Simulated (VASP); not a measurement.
# TiB5 (P6/mmm) in VASP: further runs, part 2 of 2

VASP 6.6.1.

## Step 5: Single point, PBE, collinear spin, ferromagnetic start

Input file INCAR:

```
SYSTEM = TiB5
  PREC = Accurate
  ENCUT = 520
  EDIFF = 1E-6
  ISMEAR = 0
  SIGMA = 0.1
  LREAL = .False.
  LASPH = .True.
  NELM = 150
  ALGO = Normal
  ISIF = 2
  LWAVE = .False.
  LCHARG = .True.
  ISPIN = 2
  MAGMOM = 1 0 0 0 0 0
  LORBIT = 11
  LMAXMIX = 4
  GGA = PE
  LELF = .True.
  LVHAR = .True.
  NBANDS = 26
```

Input file KPOINTS:

```
regular mesh
0
Gamma
  6 6 6
  0 0 0
```

Input file POSCAR:

```
TiB5
1.0
    4.1648839079      0.0000000000      0.0000000000
   -2.0824419540      3.6068952681      0.0000000000
    0.0000000000      0.0000000000      2.8869640590
Ti B
1 5
Direct
    0.0000000000      0.0000000000      0.0000000000
    0.3333333333      0.6666666667      0.0000000000
    0.6666666667      0.3333333333      0.0000000000
    0.5000000000      0.0000000000      0.5000000000
    0.5000000000      0.5000000000      0.5000000000
    0.0000000000      0.5000000000      0.5000000000
```

Potentials or basis: VASP PAW PBE potentials, release 64 (Ti_sv, B).

Command:

```bash
cat potpaw_PBE.64/Ti_sv/POTCAR potpaw_PBE.64/B/POTCAR > POTCAR
mpirun -np 1 vasp_std > vasp.out
```

OUTCAR:

```text
SYSTEM = TiB5
   PREC = Accurate
   ENCUT = 520
   EDIFF = 1E-6
   ISMEAR = 0
   LREAL = .False.
   LASPH = .True.
   NELM = 150
   ISIF = 2
   ISPIN = 2
   LORBIT = 11
   GGA = PE

 ion  position               nearest neighbor table
   1  0.000  0.000  0.000-   2 2.40   3 2.40   3 2.40   2 2.40   3 2.40   2 2.40   4 2.53   4 2.53
                             4 2.53   4 2.53   5 2.53   5 2.53   5 2.53   5 2.53   6 2.53   6 2.53
   2  0.333  0.667  0.000-   6 1.88   6 1.88   4 1.88   4 1.88   5 1.88   5 1.88   1 2.40   1 2.40
                             1 2.40
   3  0.667  0.333  0.000-   6 1.88   6 1.88   4 1.88   4 1.88   5 1.88   5 1.88   1 2.40   1 2.40
                             1 2.40
   4  0.500  0.000  0.500-   2 1.88   3 1.88   2 1.88   3 1.88   6 2.08   6 2.08   5 2.08   5 2.08
                             1 2.53   1 2.53   1 2.53   1 2.53
   5  0.500  0.500  0.500-   2 1.88   3 1.88   2 1.88   3 1.88   6 2.08   6 2.08   4 2.08   4 2.08
                             1 2.53   1 2.53   1 2.53   1 2.53
   6  0.000  0.500  0.500-   2 1.88   3 1.88   2 1.88   3 1.88   5 2.08   5 2.08   4 2.08   4 2.08
                             1 2.53   1 2.53   1 2.53   1 2.53

  LATTYP: Found a hexagonal cell.
 ALAT       =     4.1648839079
 C/A-ratio  =     0.6931679545

  Lattice vectors:

 A1 = (   4.1648839079,   0.0000000000,   0.0000000000)
 A2 = (  -2.0824419540,   3.6068952681,   0.0000000000)
 A3 = (   0.0000000000,   0.0000000000,   2.8869640590)

Analysis of symmetry for initial positions (statically):
=====================================================================
 Subroutine PRICEL returns:
 Original cell was already a primitive cell.

 Routine SETGRP: Setting up the symmetry group for a
 hexagonal supercell.

 Subroutine GETGRP returns: Found 24 space group operations
 (whereof 24 operations were pure point group operations)
 out of a pool of 24 trial point group operations.

The static configuration has the point symmetry D_6h.

Analysis of symmetry for dynamics (positions and initial velocities):
=====================================================================
 Subroutine PRICEL returns:
 Original cell was already a primitive cell.

[... 196 lines left out ...]
      6      -0.0205      1.00000
[... 661 lines left out ...]
     24      19.2640      0.00000
     25      20.6988      0.00000

 [... further k-points ...]

 spin component 2

 k-point     1 :       0.0000    0.0000    0.0000
  band No.  band energies     occupation
      1     -46.4576      1.00000
      2     -22.8228      1.00000
      3     -22.8228      1.00000
      4     -22.5682      1.00000
      5      -6.2737      1.00000
      6      -0.0205      1.00000
[... 661 lines left out ...]
     24      19.2641      0.00000
     25      20.6987      0.00000

 [... further k-points ...]

 [bands above 25 left out]

------------------------ aborting loop because EDIFF is reached ----------------------------------------

  FORCE on cell =-STRESS in cart. coord.  units (eV):
  Direction    XX          YY          ZZ          XY          YZ          ZX
  --------------------------------------------------------------------------------------
  -------------------------------------------------------------------------------------
  Total       -0.0100404     -0.0100404     -0.0547081      0.0000000      0.0000000     -0.0000000
  in kB       -0.3709235     -0.3709235     -2.0210850      0.0000000      0.0000000     -0.0000000
  external PRESSURE =      -0.9209774 kB  Pullay stress =       0.0000000 kB

 VOLUME and BASIS-vectors are now :
 -----------------------------------------------------------------------------
  energy-cutoff  :      520.00
  volume of cell :       43.37
      direct lattice vectors                 reciprocal lattice vectors
     4.164883908  0.000000000  0.000000000     0.240102731  0.138623376  0.000000000
    -2.082441954  3.606895268  0.000000000     0.000000000  0.277246753  0.000000000
     0.000000000  0.000000000  2.886964059     0.000000000  0.000000000  0.346384638

 POSITION                                       TOTAL-FORCE (eV/Angst)
 -----------------------------------------------------------------------------------
      0.00000      0.00000      0.00000         0.000000      0.000000      0.000000
     -0.00000      2.40460      0.00000         0.000000      0.000000     -0.000000
      2.08244      1.20230      0.00000        -0.000000      0.000000      0.000000
      2.08244      0.00000      1.44348         0.000000      0.000000      0.000000
      1.04122      1.80345      1.44348         0.000000      0.000000      0.000000
     -1.04122      1.80345      1.44348         0.000000      0.000000      0.000000
 -----------------------------------------------------------------------------------
    total drift:                                0.000000     -0.000000      0.000000

  FREE ENERGIE OF THE ION-ELECTRON SYSTEM (eV)
  ---------------------------------------------------
  free  energy   TOTEN  =       -38.9871357417 eV

  energy  without entropy=      -38.9701432533  energy(sigma->0) =      -38.97863950

 total charge

# of ion       s       p       d       tot
------------------------------------------
    1        2.157   6.161   2.152  10.471
    2        0.691   1.246   0.000   1.937
    3        0.691   1.246   0.000   1.937
    4        0.648   1.151   0.000   1.799
    5        0.648   1.151   0.000   1.799
    6        0.648   1.151   0.000   1.799
--------------------------------------------------
tot          5.483  12.108   2.152  19.743

 magnetization (x)

# of ion       s       p       d       tot
------------------------------------------
    1        0.000   0.000   0.000   0.000
    2       -0.000   0.000   0.000   0.000
    3       -0.000   0.000   0.000   0.000
    4       -0.000   0.000   0.000   0.000
    5       -0.000   0.000   0.000   0.000
    6       -0.000   0.000   0.000   0.000
--------------------------------------------------
tot          0.000   0.000   0.000   0.000
```

OSZICAR:

```text
N       E                     dE             d eps       ncg     rms          rms(c)
DAV:   1     0.187206413583E+03    0.18721E+03   -0.12215E+04  2912   0.111E+03
DAV:   2    -0.292241519016E+02   -0.21643E+03   -0.20280E+03  3150   0.313E+02
DAV:   3    -0.434639274920E+02   -0.14240E+02   -0.13753E+02  3864   0.754E+01
DAV:   4    -0.439393196925E+02   -0.47539E+00   -0.47198E+00  3720   0.126E+01
DAV:   5    -0.439527184352E+02   -0.13399E-01   -0.13388E-01  4074   0.200E+00    0.168E+01
DAV:   6    -0.404586905517E+02    0.34940E+01   -0.18709E+01  3712   0.402E+01    0.108E+01
DAV:   7    -0.392723727520E+02    0.11863E+01   -0.17666E+01  3508   0.287E+01    0.647E+00
DAV:   8    -0.389806249872E+02    0.29175E+00   -0.96401E-01  3722   0.716E+00    0.250E+00
DAV:   9    -0.389964896499E+02   -0.15865E-01   -0.80579E-02  4064   0.165E+00    0.107E+00
DAV:  10    -0.389869461439E+02    0.95435E-02   -0.45179E-02  3538   0.151E+00    0.320E-01
DAV:  11    -0.389871479569E+02   -0.20181E-03   -0.13313E-03  3384   0.274E-01    0.134E-01
DAV:  12    -0.389873246867E+02   -0.17673E-03   -0.41227E-04  3662   0.130E-01    0.128E-01
DAV:  13    -0.389871340926E+02    0.19059E-03   -0.67564E-04  3512   0.198E-01    0.916E-03
DAV:  14    -0.389871356288E+02   -0.15362E-05   -0.14718E-05  3430   0.287E-02    0.471E-03
DAV:  15    -0.389871357417E+02   -0.11293E-06   -0.61202E-07  2202   0.682E-03
   1 F= -.38987136E+02 E0= -.38978639E+02  d E =-.169925E-01  mag=     0.0001
```

stdout:

```text
POSCAR found type information on POSCAR TiB
 POSCAR found :  2 types and       6 ions
 scaLAPACK will be used
 LDA part: xc-table for (Slater+PW92), standard interpolation
 POSCAR, INCAR and KPOINTS ok, starting setup
 FFT: planning ... GRIDC
 FFT: planning ... GRID_SOFT
 FFT: planning ... GRID
 WAVECAR not read
 entering main loop
```

Wall time 59 s (1 thread of Intel Xeon 6975P-C, shared host); peak memory 0.2 GiB.

Results:

```yaml
Free_energy: -38.9871 eV
Pressure: -0.1 GPa
Net_moment: 0.00 μB per cell
Valence_electrons_inside_the_program's_atomic_spheres: Ti 10.47; B 1.94, 1.80
```

Caveat: the k points lie up to 0.36 Å⁻¹ apart.

## Step 6: Relaxation of cell and atoms, PBE

This run uses another cell than the first one, of 9.74 Å³/atom, 1.348 times its volume.

Input file INCAR:

```
SYSTEM = TiB5
PREC = Accurate ; ENCUT = 600
EDIFF = 1E-7 ; ISMEAR = 0
SIGMA = 0.1 ; LREAL = .False.
LASPH = .True. ; NELM = 80
ALGO = Normal ; ISIF = 3
LWAVE = .False. ; LCHARG = .False.
GGA = PE ; IBRION = 2
NSW = 90 ; EDIFFG = -0.04
```

Input file KPOINTS:

```
Automatic mesh
0
Gamma
  6 6 6
  0 0 0
```

Input file POSCAR:

```
TiB5
1.0
    4.3774152900      0.0000000000      0.0000000000
   -2.1887076400      3.7909528400      0.0000000000
    0.0000000000      0.0000000000      3.5217725400
Ti B
1 5
Direct
    0.0000000000      0.0000000000      0.0000000000
    0.3333333300      0.6666666700      0.0000000000
    0.6666666700      0.3333333300      0.0000000000
    0.5000000000      0.0000000000      0.5000000000
    0.5000000000      0.5000000000      0.5000000000
    0.0000000000      0.5000000000      0.5000000000
```

Potentials or basis: VASP PAW PBE potentials, release 64 (Ti_sv, B).

Command:

```bash
cat potpaw_PBE.64/Ti_sv/POTCAR potpaw_PBE.64/B/POTCAR > POTCAR
mpirun -np 1 vasp_std > vasp.out
```

Run time: 3.2 min. Hardware: 1 thread of Intel Xeon 6975P-C, shared host; peak memory 0.21 GiB.

The run converged. Its results:

```
Free energy                            : -38.9997 eV
Relaxed volume                         : 7.22 Å³/atom
Relaxed cell                           : a = 4.163 Å, b = 4.163 Å, c = 2.888 Å, α = 90.00°, β = 90.00°, γ = 120.00°
Space group after relaxing (to 0.05 Å) : P6/mmm (No. 191)
Energy gained by relaxing              : 546.3 meV/atom
Ionic steps                            : 7
Pressure after relaxing                : 0.0 GPa
```

Stress tensor (GPa, compression positive):
```
 0.14  0.00  0.00
 0.00  0.14  0.00
 0.00  0.00 -0.39
```

The path:
```tsv
step	energy change (eV)	largest force (eV/Å)	pressure (GPa)	volume (Å³)
1	0.0000	0.0000	-40.72	58.44
2	-2.8946	0.0000	22.48	39.81
3	-3.0188	0.0000	4.91	42.17
4	-3.2475	0.0000	7.77	42.06
5	-3.2481	0.0000	7.60	42.07
6	-3.2694	0.0000	-3.79	44.05
7	-3.2777	0.0000	-0.04	43.35
```

Final structure:
```
Ti B
1.0
     4.16286    0.00000    0.00000
    -2.08143    3.60514    0.00000
     0.00000    0.00000    2.88844
Ti B
1 5
Direct
  0.00000 0.00000 0.00000
  0.33333 0.66667 0.00000
  0.66667 0.33333 0.00000
  0.50000 0.00000 0.50000
  0.50000 0.50000 0.50000
  0.00000 0.50000 0.50000
```

Levels at points of the mesh, in eV from the Fermi level:
| k point | band 9 | band 10 | band 11 | band 12 | band 13 | band 14 | band 15 | band 16 | band 17 |
| --- | --- | --- | --- | --- | --- | --- | --- | --- | --- |
| (0.00, 0.00, 0.00) | -5.71 | -5.69 | -5.69 | -2.80 | 1.38 | 1.38 | 1.99 | 3.14 | 3.14 |
| (0.50, 0.00, 0.00) | -4.84 | -3.34 | -2.57 | -2.46 | -1.55 | 0.32 | 0.40 | 1.31 | 2.72 |
| (0.00, 0.00, 0.50) | -7.14 | -5.40 | -5.40 | -2.89 | -2.26 | -2.26 | 1.00 | 1.00 | 3.08 |
| (0.50, 0.00, 0.50) | -6.62 | -6.30 | -5.52 | -2.41 | -0.79 | -0.19 | 1.62 | 2.55 | 3.10 |

Caveat: the volume moved by over 15 % at a fixed basis, so the end points are rough.

## Step 7: Relaxation of cell and atoms, PBE

Input file INCAR:

```
SYSTEM = TiB5
ALGO = Normal
EDIFF = 1E-6
EDIFFG = -0.01
ENCUT = 600
GGA = PE
IBRION = 2
ISIF = 3
ISMEAR = 0
LASPH = .True.
LCHARG = .False.
LREAL = .False.
LWAVE = .False.
NELM = 60
NSW = 100
PREC = Accurate
SIGMA = 0.1
```

Input file KPOINTS:

```
k-points
0
Gamma
  12 12 14
  0 0 0
```

Input file POSCAR:

```
TiB5
1.0
    4.1648839079      0.0000000000      0.0000000000
   -2.0824419540      3.6068952681      0.0000000000
    0.0000000000      0.0000000000      2.8869640590
Ti B
1 5
Direct
    0.0000000000      0.0000000000      0.0000000000
    0.3333333333      0.6666666667      0.0000000000
    0.6666666667      0.3333333333      0.0000000000
    0.5000000000      0.0000000000      0.5000000000
    0.5000000000      0.5000000000      0.5000000000
    0.0000000000      0.5000000000      0.5000000000
```

Command:

```bash
cat potpaw_PBE.64/Ti_sv/POTCAR potpaw_PBE.64/B/POTCAR > POTCAR
mpirun -np 1 vasp_std > vasp.out
```

Run time: 3.2 min. Hardware: 1 thread of Intel Xeon 6975P-C, shared host; peak memory 0.28 GiB.

The run converged. Its results:

| Property | Result |
| --- | --- |
| Free energy | -38.9595 eV |
| Energy gained by relaxing | 0.1 meV/atom |
| Ionic steps | 3 |
| Pressure after relaxing | -0.1 GPa |

The path:
| step | energy change (eV) | largest force (eV/Å) | pressure (GPa) | volume (Å³) |
| --- | --- | --- | --- | --- |
| 1 | 0.0000 | 0.0000 | 0.01 | 43.37 |
| 2 | -0.0005 | 0.0000 | -0.19 | 43.37 |
| 3 | -0.0005 | 0.0000 | -0.15 | 43.37 |

Final structure:
```cif
data_structure
_symmetry_space_group_name_H-M 'P 1'
_symmetry_Int_Tables_number 1
_cell_length_a 4.1600
_cell_length_b 4.1600
_cell_length_c 2.8939
_cell_angle_alpha 90.000
_cell_angle_beta 90.000
_cell_angle_gamma 120.000
_cell_volume 43.37
loop_
_atom_site_label
_atom_site_type_symbol
_atom_site_fract_x
_atom_site_fract_y
_atom_site_fract_z
_atom_site_occupancy
Ti1 Ti 0.00000 0.00000 0.00000 1
B1 B 0.33333 0.66667 0.00000 1
B2 B 0.66667 0.33333 0.00000 1
B3 B 0.50000 0.00000 0.50000 1
B4 B 0.50000 0.50000 0.50000 1
B5 B 0.00000 0.50000 0.50000 1
```

Levels at points of the mesh, in eV from the Fermi level:
```csv
k point,band 10,band 11,band 12,band 13,band 14,band 15,band 16,band 17
"(0.00, 0.00, 0.00)",-5.60,-5.60,-2.72,1.44,1.44,2.04,3.21,3.21
"(0.50, 0.00, 0.00)",-3.26,-2.52,-2.38,-1.45,0.40,0.46,1.40,2.80
"(0.00, 0.00, 0.50)",-5.31,-5.31,-2.83,-2.17,-2.17,1.06,1.06,3.15
"(0.50, 0.00, 0.50)",-6.22,-5.43,-2.35,-0.74,-0.09,1.72,2.64,3.16
```

## Step 8: Overview

| task | spin | cell | k mesh | cutoff (eV) | gap on the mesh (eV) | pressure (GPa) | relaxed volume (Å³/atom) |
| --- | --- | --- | --- | --- | --- | --- | --- |
| single point | off | a = 4.165, b = 4.165, c = 2.887 Å, angles 90.0, 90.0, 120.0°, 6 atoms | 6 × 6 × 6 | 520 | none | -0.2 | - |
| single point | off | a = 4.377, b = 4.377, c = 3.522 Å, angles 90.0, 90.0, 120.0°, 6 atoms | 6 × 6 × 6 | 520 | none | -40.7 | - |
| single point | off | a = 4.159, b = 4.159, c = 2.893 Å, angles 90.0, 90.0, 120.0°, 6 atoms | 12 × 12 × 14 | 520 | none | 0.0 | - |
| single point | collinear, ferromagnetic start | a = 4.165, b = 4.165, c = 2.887 Å, angles 90.0, 90.0, 120.0°, 6 atoms | 6 × 6 × 6 | 520 | none | -0.1 | - |
| relaxation of cell and atoms | off | relaxed from a = 4.377, b = 4.377, c = 3.522 Å, angles 90.0, 90.0, 120.0°, 6 atoms | 6 × 6 × 6 | 600 | none | 0.0 | 7.22 |
| relaxation of cell and atoms | off | relaxed from a = 4.165, b = 4.165, c = 2.887 Å, angles 90.0, 90.0, 120.0°, 6 atoms | 12 × 12 × 14 | 600 | none | -0.1 | 7.23 |

Alike in all rows: level PBE; potentials or basis VASP PAW PBE potentials, release 64 (Ti_sv, B); smearing gaussian 0.1 eV.

Caveats: some runs use coarse meshes; the volume moved by over 15 % at a fixed basis, so the end points are rough (some runs).

Total energies depend on the potentials used, so only differences within one code and one set of settings carry meaning.
